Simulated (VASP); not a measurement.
Wanted: the native input for a VASP 6.6.1 run.

* Task: single point
* Functional: PBEsol
* Potentials or basis: VASP PAW PBE potentials, release 64 (Ba_sv, S)
* Cutoff: 520 eV
* k mesh: 6 × 6 × 6
* Occupations: gaussian, width 0.05 eV
* Spin: non-collinear spin, zero start, spin-orbit coupling
* Starting moments: [[0.0, 0.0, 0.0], [0.0, 0.0, 0.0]] μB
* Dipole correction: no
* Further INCAR settings: ALGO = Normal; EDIFF = 1e-06; NBANDS = 28

The structure of BaS lies in POSCAR:

```
BaS
1.0
    0.0000000000      3.1937508250      3.1937508250
    3.1937508250      0.0000000000      3.1937508250
    3.1937508250      3.1937508250      0.0000000000
Ba S
1 1
Direct
    0.5000000000      0.5000000000      0.5000000000
    0.0000000000      0.0000000000      0.0000000000
```

The input as run:

INCAR

```
  PREC = Accurate
  ENCUT = 520
  EDIFF = 1E-6
  ISMEAR = 0
  SIGMA = 0.05
  LREAL = False
  LASPH = True
  NELM = 150
  ALGO = Normal
  ISIF = 2
  LWAVE = False
  LCHARG = False
  MAGMOM = 0 0 0 0 0 0
  LORBIT = 11
  LSORBIT = True
  GGA_COMPAT = False
  LORBMOM = True
  GGA = PS
  NBANDS = 28
```

KPOINTS

```
regular mesh
0
Gamma
  6 6 6
```

Potentials or basis: VASP PAW PBE potentials, release 64 (Ba_sv, S).

Run with:

```console
$ cat potpaw_PBE.64/Ba_sv/POTCAR potpaw_PBE.64/S/POTCAR > POTCAR
$ mpirun -np 1 vasp_ncl > vasp.out
```

It gave:

The pressure is -0.5 GPa. The net moment is 0.00 μB per cell and the valence electrons inside the program's atomic spheres are Ba 7.89; S 3.72.

Caveat: the PAW data sets were made with another functional, which shifts forces and pressure a little.

It took 42 s on 1 thread of Intel(R) Xeon(R) 6975P-C (Granite Rapids), with other jobs on the host, peak memory 0.38 GiB.
